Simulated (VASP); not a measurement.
Al, 1 atom in the cell. Symmetry: Im-3m, No. 229, cubic system. The conventional cell has a = 3.227 Å, b = 3.227 Å, c = 3.227 Å, α = 90.00°, β = 90.00°, γ = 90.00°. Within 3.7 Å of Al (site symmetry m-3m) lie 14 Al at 2.79 to 3.23 Å. This isn't the form of Al at room conditions, which is fcc.

```yaml
Program: VASP 6.6.1
Task: single point
Functional: HSE06
Potentials_or_basis: VASP PAW PBE potentials, release 64 (Al)
Cutoff: 520 eV
k_mesh: 6 × 6 × 6
Occupations: fermi-dirac, width 0.05 eV
Spin: no spin polarisation
Dipole_correction: no
Grid_for_exact_exchange_PRECFOCK: Normal
Further_INCAR_settings: ALGO = Normal; EDIFF = 1e-07; NBANDS = 8
Share_of_exact_exchange: 0.25
Screening_parameter: 0.2079 1/Å
```

Potentials or basis: VASP PAW PBE potentials, release 64 (Al).

Run with:

```sh
$ cat potpaw_PBE.64/Al/POTCAR > POTCAR
$ cp INCAR.step1 INCAR
$ mpirun -np 1 vasp_std > vasp.out
$ cp INCAR.step2 INCAR
$ mpirun -np 1 vasp_std > vasp.out
```

Hardware: 1 thread of AMD EPYC 7R13, with other jobs on the host.

Task: Estimate the wall time of this run.

Result: Wall time 79 s on 1 thread of AMD EPYC 7R13, on a shared host, peak memory 0.2 GiB. Counts: k points 16.
